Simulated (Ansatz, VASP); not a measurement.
## CuO: VASP beside Ansatz

```
CELL_PARAMETERS angstrom
0.00000 2.12204 2.12204
2.12204 0.00000 2.12204
2.12204 2.12204 0.00000
ATOMIC_POSITIONS crystal
Cu 0.00000 0.00000 0.00000
O 0.50000 0.50000 0.50000
```

Alike in both runs: functional PBE; k mesh 22 × 22 × 22; occupations gaussian, width 0.1 eV; no spin polarisation.

Ansatz relaxed the structure, and its values are those at the end. VASP's run is a single point on that final structure, the one shown.

|  | VASP | Ansatz |
| --- | --- | --- |
| version | VASP 6.6.1 | Ansatz 0.2.0 |
| potentials or method | VASP PAW PBE potentials, release 64 (Cu, O), cutoff 520 eV | scalar-relativistic, plane waves, PAW |
| valence electrons in the cell | 17 | 25 |

Ansatz gave:

```
gap on the k mesh at the Fermi level (eV) : none
pressure (GPa)                            : 0.0
```

Q: Which values does VASP return?

A: gap on the k mesh at the Fermi level (eV): none; pressure (GPa): 0.2.

A gap of «none» marks a metal or a gap that the smearing closes. VASP's potentials hold 17 valence electrons a cell and Ansatz's 25, so a difference there can come from the potentials and not from the codes.
